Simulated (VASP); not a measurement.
## AlCo (rocksalt type): single point with PBE

Crystal: AlCo (rocksalt type).

```
CELL_PARAMETERS angstrom
0.00000 2.12643 2.12643
2.12643 0.00000 2.12643
2.12643 2.12643 0.00000
ATOMIC_POSITIONS crystal
Co 0.00000 0.00000 0.00000
Al 0.50000 0.50000 0.50000
```

| Quantity | Value |
| --- | --- |
| Program | VASP 6.6.1 |
| Task | single point |
| Functional | PBE |
| Potentials or basis | VASP PAW PBE potentials, release 64 (Co, Al) |
| Cutoff | 520 eV |
| k mesh | 15 × 15 × 15 |
| Occupations | fermi-dirac, width 0.08 eV |
| Spin | no spin polarisation |
| Dipole correction | no |
| Further INCAR settings | ALGO = Normal; EDIFF = 1e-06; NBANDS = 13 |

| Item | Value |
| --- | --- |
| Pressure | 89.7 GPa |
| Band gap on the k mesh | zero (band 6 reaches 13.56 eV, above the bottom of band 7 at 13.42 eV) |

Levels at points of the mesh, in eV from the Fermi level:
| k point | band 3 | band 4 | band 5 | band 6 | band 7 | band 8 | band 9 | band 10 |
| --- | --- | --- | --- | --- | --- | --- | --- | --- |
| (0.00, 0.00, 0.00) | -2.69 | -2.69 | -2.31 | -2.31 | 10.11 | 10.11 | 10.11 | 12.39 |

Wall time 25 s on 1 thread of Intel(R) Xeon(R) Platinum 8375C CPU @ 2.90GHz (Ice Lake) (shared host), peak memory 0.16 GiB.

Spin polarisation is off, so any magnetic state and its effect on volume and gap are missing.
